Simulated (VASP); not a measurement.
Wanted: the native input for a VASP 6.6.1 run.

- Task: single point
- Functional: PBE
- Potentials or basis: VASP PAW PBE potentials, release 64 (Se)
- Cutoff: 500 eV
- k mesh: 6 × 6 × 6
- Occupations: methfessel-paxton, width 0.2 eV
- Spin: no spin polarisation
- Dipole correction: no
- Further INCAR settings: ALGO = Normal; EDIFF = 1e-06; NBANDS = 9

The structure of Se lies in POSCAR:

```
Se
1.0
    2.3912690000      0.0000000000      0.0000000000
   -0.7080256539      2.2840462132      0.0000000000
   -0.7080256539     -0.9607424365      2.0721585544
Se
1
Direct
    0.0000000000      0.0000000000      0.0000000000
```

One way to write it, as run:

INCAR

```
SYSTEM = Se
ALGO = Normal
EDIFF = 1E-6
ENCUT = 500
GGA = PE
GGA_COMPAT = .FALSE.
ISIF = 2
ISMEAR = 1
LASPH = .TRUE.
LCHARG = .TRUE.
LELF = .TRUE.
LREAL = .FALSE.
LVHAR = .TRUE.
LWAVE = .FALSE.
NBANDS = 9
NELM = 120
PREC = Accurate
SIGMA = 0.2
```

KPOINTS

```
k-points
0
G
  6 6 6
  0 0 0
```

Potentials or basis: VASP PAW PBE potentials, release 64 (Se).

Run with:

```console
$ cat potpaw_PBE.64/Se/POTCAR > POTCAR
$ mpirun -np 1 vasp_std > vasp.out
```

Results of the run:

```json
{
 "Pressure": "155.7 GPa",
 "Band gap on the k mesh": "zero (band 3 reaches 22.64 eV, above the bottom of band 4 at 9.97 eV)"
}
```

Caveat: the k points lie up to 0.51 Å⁻¹ apart.

Wall time 8.9 s on 1 thread of AMD EPYC 7R13 (shared host), peak memory 0.09 GiB.
